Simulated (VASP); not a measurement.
Wanted: the native input for a VASP 6.6.1 run.

```yaml
Task: single point
Functional: PBE
Potentials_or_basis: VASP PAW PBE potentials, release 64 (Ti_sv)
Cutoff: 500 eV
k_mesh: 12 × 12 × 14
Occupations: gaussian, width 0.15 eV
Spin: no spin polarisation
Dipole_correction: no
Further_INCAR_settings: ALGO = Normal; EDIFF = 1e-06; NBANDS = 25
```

The structure of Ti lies in POSCAR:

```
Ti
1.0
    4.6171053002      0.0000000000      0.0000000000
   -2.3085526501      3.9985304820      0.0000000000
    0.0000000000      0.0000000000      2.8552651859
Ti
3
Direct
   -0.0094941117     -0.0189882234      0.0000000000
    0.3380803892      0.6761607784      0.5000000000
    0.6714137225      0.3428274450      0.5000000000
```

This cell differs from its parent crystal: atoms displaced along a vibrational mode, the cell strained.

The input as run:

INCAR

```
PREC = Accurate
ENCUT = 500
EDIFF = 1E-6
ISMEAR = 0
SIGMA = 0.15
LREAL = False
LASPH = True
NELM = 120
ALGO = Normal
ISIF = 2
LWAVE = False
LCHARG = False
GGA = PE
NBANDS = 25
GGA_COMPAT = False
```

KPOINTS

```
regular mesh
0
Gamma
  12 12 14
```

Potentials or basis: VASP PAW PBE potentials, release 64 (Ti_sv).

Command:

```sh
$ cat potpaw_PBE.64/Ti_sv/POTCAR > POTCAR
$ mpirun -np 1 vasp_std > vasp.out
```

It gave:

```
Pressure               : -2.6 GPa
Largest force          : 0.293 eV/Å
Band gap on the k mesh : zero (bands 18 and 19 overlap by 0.25 eV)
```

Caveat: the cell differs from its parent crystal (atoms displaced along a vibrational mode, the cell strained).

It took 3.5 min on 1 thread of Intel(R) Xeon(R) 6975P-C (Granite Rapids) (shared host), peak memory 0.42 GiB.
